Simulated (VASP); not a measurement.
# HPbNO4 (Pmmn) in VASP: single point with PBE

Aim: the single point of HPbNO4 with PBE.

Program: VASP 6.6.1. These are calculated values, not measurements. Logs are shortened: lines on timing, memory, paths and dates and some standing lists are left out, and cuts for length are marked.

### Step 1. The cell of the first run

Symmetry: Pmmn, No. 59, orthorhombic system. The conventional cell has a = 4.925 Å, b = 5.597 Å, c = 7.243 Å, α = 90.00°, β = 90.00°, γ = 90.00°. H (site symmetry mm2) has 1 O at 0.97 Å within 1.3 Å. Pb (site symmetry mm2) has 11 O at 2.55 to 3.40 Å and 1 N at 2.98 Å and 4 H at 2.99 to 3.02 Å within 3.5 Å. N (site symmetry mm2) has 3 O at 1.22 to 1.29 Å within 1.6 Å. O (site symmetry mm2) has 1 H at 0.97 Å within 1.3 Å. O (site symmetry m) has 1 N at 1.29 Å within 1.7 Å. Within 1.6 Å of O (site symmetry mm2) lie 1 N at 1.22 Å.

### Step 2. Single point, PBE

INCAR

```
PREC = Accurate
ENCUT = 520
EDIFF = 1E-6
ISMEAR = -1
SIGMA = 0.05
LREAL = False
LASPH = True
NELM = 80
ALGO = Normal
ISIF = 2
LWAVE = False
LCHARG = True
GGA = PE
LELF = True
LVHAR = True
NBANDS = 57
```

KPOINTS

```
Automatic mesh
0
Gamma
  5 5 4
```

POSCAR

```
HPbNO4
1.0
    4.9245300000      0.0000000000      0.0000000000
    0.0000000000      5.5972000000      0.0000000000
    0.0000000000      0.0000000000      7.2434700000
H Pb N O
2 2 2 8
Direct
    0.0000000000      0.5000000000      0.1931700000
    0.5000000000      0.0000000000      0.8068300000
    0.5000000000      0.5000000000      0.9525700000
    0.0000000000      0.0000000000      0.0474300000
    0.0000000000      0.0000000000      0.6365400000
    0.5000000000      0.5000000000      0.3634600000
    0.0000000000      0.5000000000      0.0586000000
    0.5000000000      0.0000000000      0.9414000000
    0.0000000000      0.1956900000      0.7299500000
    0.0000000000      0.8043100000      0.7299500000
    0.0000000000      0.0000000000      0.4675000000
    0.5000000000      0.6956900000      0.2700500000
    0.5000000000      0.3043100000      0.2700500000
    0.5000000000      0.5000000000      0.5325000000
```

Potentials or basis: VASP PAW PBE potentials, release 64 (H, Pb_d, N, O).

Command:

```sh
$ cat potpaw_PBE.64/H/POTCAR potpaw_PBE.64/Pb_d/POTCAR potpaw_PBE.64/N/POTCAR potpaw_PBE.64/O/POTCAR > POTCAR
$ mpirun -np 1 vasp_std > vasp.out
```

OUTCAR:

```text
PREC = Accurate
   ENCUT = 520
   EDIFF = 1E-6
   ISMEAR = -1
   LREAL = False
   LASPH = True
   NELM = 80
   ISIF = 2
   GGA = PE

 ion  position               nearest neighbor table
   1  0.000  0.500  0.193-   7 0.97
   2  0.500  0.000  0.807-   8 0.97
   3  0.500  0.500  0.953-  12 2.55  13 2.55   7 2.58   7 2.58   8 2.80   8 2.80  14 3.04   4 3.79
                             4 3.79   4 3.79   4 3.79
   4  0.000  0.000  0.047-   9 2.55  10 2.55   8 2.58   8 2.58   7 2.80   7 2.80  11 3.04   3 3.79
                             3 3.79   3 3.79   3 3.79
   5  0.000  0.000  0.637-  11 1.22  10 1.29   9 1.29
   6  0.500  0.500  0.363-  14 1.22  13 1.29  12 1.29
   7  0.000  0.500  0.059-   1 0.97   3 2.58   3 2.58   4 2.80   4 2.80
   8  0.500  0.000  0.941-   2 0.97   4 2.58   4 2.58   3 2.80   3 2.80
   9  0.000  0.196  0.730-   5 1.29   4 2.55
  10  0.000  0.804  0.730-   5 1.29   4 2.55
  11  0.000  0.000  0.468-   5 1.22   4 3.04
  12  0.500  0.696  0.270-   6 1.29   3 2.55
  13  0.500  0.304  0.270-   6 1.29   3 2.55
  14  0.500  0.500  0.532-   6 1.22   3 3.04

  LATTYP: Found a simple orthorhombic cell.
 ALAT       =     4.9245300000
 B/A-ratio  =     1.1365957767
 C/A-ratio  =     1.4708956997

  Lattice vectors:

 A1 = (   4.9245300000,   0.0000000000,   0.0000000000)
 A2 = (   0.0000000000,   5.5972000000,   0.0000000000)
 A3 = (   0.0000000000,   0.0000000000,   7.2434700000)

Analysis of symmetry for initial positions (statically):
=====================================================================
 Subroutine PRICEL returns:
 Original cell was already a primitive cell.

 Routine SETGRP: Setting up the symmetry group for a
 simple orthorhombic supercell.

 Subroutine GETGRP returns: Found  8 space group operations
 (whereof  4 operations were pure point group operations)
 out of a pool of  8 trial point group operations.

The static configuration has the point symmetry C_2v.
 The point group associated with its full space group is D_2h.

Analysis of symmetry for dynamics (positions and initial velocities):
=====================================================================
 Subroutine PRICEL returns:
 Original cell was already a primitive cell.

 Routine SETGRP: Setting up the symmetry group for a
 simple orthorhombic supercell.

[... 141 lines left out ...]
   NUPDOWN=      -1.0000    fix difference up-down
   EMIN   =  10.00;   EMAX   =-10.00  energy-range for DOS
   EFERMI =   0.00;   METHOD = LEGACY
   ISMEAR =    -1;   SIGMA  =   0.05  broadening in eV -4-tet -1-fermi 0-gaus
   EFERMI_NEDOS =   21; number of points for ismear=-14 and -15
   IALGO  =     38    algorithm
   IMIX   =      4    mixing-type and parameters
     AMIX     =   0.40;   BMIX     =  1.00
     AMIX_MAG =   1.60;   BMIX_MAG =  1.00
  volume/ion in A,a.u.               =      14.26        96.24
  Fermi-wavevector in a.u.,A,eV,Ry     =   1.245876  2.354365 21.119072  1.552208
  Thomas-Fermi vector in A             =   2.380079
   LORBIT       =      0    0 simple, 1 ext, 2 COOP (PROOUT), +10 PAW based schemes
   GGA     = PE    functional components
   LHFCALC =     F    Hartree Fock is set to
   AEXX    =    0.0000 exact exchange contribution
   IVDW    =     0    specifies the selected vdW correction
   LEPSILON=     F    determine dielectric tensor
   LRPA    =     F    only Hartree local field effects (RPA)
 non-spin polarized calculation
  energy-cutoff  :      520.00
  volume of cell :      199.66
 maximum number of plane-waves:      5405
 NGX is ok and might be reduce to    40
   NGX = 19   NGY = 21   NGZ = 27

 number of electron      87.9999965 magnetization

 Free energy of the ion-electron system (eV)
  ---------------------------------------------------
  ext. energy  EPLUGINS =         0.00000000
  ---------------------------------------------------
  free energy    TOTEN  =       -80.29783860 eV

  energy without entropy =      -80.29783860  energy(sigma->0) =      -80.29783860

 E-fermi :   1.8647     XC(G=0):  -8.7471

 val. band max:        0.7022587124   @ k =   0.0000   0.0000   0.0000
 cond. band min:       3.5742786390   @ k =   0.4000   0.4000   0.0000
 fundamental gap:      2.8720199266
 Fermi energy:         1.8647279109

 k-point     1 :       0.0000    0.0000    0.0000
  band No.  band energies     occupation
      1     -24.8772      2.00000
      2     -24.8466      2.00000
      3     -19.7348      2.00000
      4     -19.7160      2.00000
      5     -18.9551      2.00000
      6     -18.9416      2.00000
[... 1405 lines left out ...]
     55       9.5195      0.00000
     56       9.5457      0.00000

 [... further k-points ...]

 [bands above 56 left out]

------------------------ aborting loop because EDIFF is reached ----------------------------------------

  FORCE on cell =-STRESS in cart. coord.  units (eV):
  Direction    XX          YY          ZZ          XY          YZ          ZX
  --------------------------------------------------------------------------------------
  -------------------------------------------------------------------------------------
  Total       -0.2694109      0.9062038      1.8857169      0.0000000      0.0000000      0.0000000
  in kB       -2.1619390      7.2720053     15.1322947      0.0000000      0.0000000      0.0000000
  external PRESSURE =       6.7474537 kB  Pullay stress =       0.0000000 kB

 VOLUME and BASIS-vectors are now :
 -----------------------------------------------------------------------------
  energy-cutoff  :      520.00
  volume of cell :      199.66
      direct lattice vectors                 reciprocal lattice vectors
     4.924530000  0.000000000  0.000000000     0.203065064  0.000000000  0.000000000
     0.000000000  5.597200000  0.000000000     0.000000000  0.178660759  0.000000000
     0.000000000  0.000000000  7.243470000     0.000000000  0.000000000  0.138055380

 POSITION                                       TOTAL-FORCE (eV/Angst)
 -----------------------------------------------------------------------------------
      0.00000      2.79860      1.39922         0.000000      0.000000      0.126658
      2.46226      0.00000      5.84425         0.000000      0.000000     -0.126658
      2.46226      2.79860      6.89991         0.000000      0.000000     -0.029111
      0.00000      0.00000      0.34356         0.000000      0.000000      0.029111
      0.00000      0.00000      4.61076         0.000000      0.000000      0.197901
      2.46226      2.79860      2.63271         0.000000      0.000000     -0.197901
      0.00000      2.79860      0.42447         0.000000      0.000000     -0.110441
      2.46226      0.00000      6.81900         0.000000      0.000000      0.110441
      0.00000      1.09532      5.28737        -0.000000      0.266947      0.169274
      0.00000      4.50188      5.28737         0.000000     -0.266947      0.169274
      0.00000      0.00000      3.38632         0.000000      0.000000     -0.568310
      2.46226      3.89392      1.95610         0.000000      0.266947     -0.169274
      2.46226      1.70328      1.95610         0.000000     -0.266947     -0.169274
      2.46226      2.79860      3.85715         0.000000      0.000000      0.568310
 -----------------------------------------------------------------------------------
    total drift:                                0.000000      0.000000      0.000000

  FREE ENERGIE OF THE ION-ELECTRON SYSTEM (eV)
  ---------------------------------------------------
  free  energy   TOTEN  =       -80.2978386030 eV

  energy  without entropy=      -80.2978386030  energy(sigma->0) =      -80.29783860
```

Wall time 5.7 min (1 thread of AMD EPYC 7R43 (Zen 3), shared host); peak memory 0.39 GiB.

What came out:

- Free energy: -80.2978 eV
- Pressure: 0.7 GPa
- Largest force: 0.568 eV/Å
- Band gap on the k mesh: 2.87 eV (least direct gap 3.02 eV)

Forces on the atoms (eV/Å):
```
H    0.000  0.000  0.127
H    0.000  0.000 -0.127
Pb   0.000  0.000 -0.029
Pb   0.000  0.000  0.029
N    0.000  0.000  0.198
N    0.000  0.000 -0.198
O    0.000  0.000 -0.110
O    0.000  0.000  0.110
O    0.000  0.267  0.169
O    0.000 -0.267  0.169
O    0.000  0.000 -0.568
O    0.000  0.267 -0.169
O    0.000 -0.267 -0.169
O    0.000  0.000  0.568
```

Stress tensor (GPa, compression positive):
```
-0.22  0.00  0.00
 0.00  0.73  0.00
 0.00  0.00  1.51
```

Caveat: the standard files for N, O and F lose accuracy on very short bonds; spin-orbit coupling is left out, which moves the levels of the heavy elements; an odd mesh through Γ misses points on the zone boundary, where band edges can lie.
